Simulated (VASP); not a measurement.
Runs of VASP 6.6.1 on Ag. The structure is that of space group Fm-3m (No. 225), or close to it. The cells are those of the table. 

```tsv
cell	gap on the mesh (eV)	pressure (GPa)
a = 2.911, b = 2.911, c = 2.889 Å, angles 60.2, 60.2, 59.5°, 1 atom	none	(b)
a = 2.890, b = 2.890, c = 2.846 Å, angles 60.5, 60.5, 59.0°, 1 atom	none	(a)
a = 2.933, b = 2.933, c = 2.889 Å, angles 60.5, 60.5, 59.0°, 1 atom	none	-5.6
a = 2.912, b = 2.912, c = 2.846 Å, angles 60.7, 60.7, 58.5°, 1 atom	none	-2.7
a = 2.890, b = 2.890, c = 2.933 Å, angles 59.5, 59.5, 61.0°, 1 atom	none	-4.2
```

Alike in all rows: task single point; level PBEsol; potentials or basis VASP PAW PBE potentials, release 64 (Ag); no spin polarisation; k mesh 20 × 20 × 20; cutoff (eV) 520; smearing gaussian 0.15 eV.

Problem. Fill in the values left out.

Solution. (a) -1.0; (b) -4.3.

Caveats: the PAW data sets were made with another functional, which shifts forces and pressure a little; the cell stands under tension (at least some runs).

A k mesh can miss the band edges, and the runs leave out spin-orbit coupling on Ag.

A gap of «none» marks levels without a gap at the run's occupations.
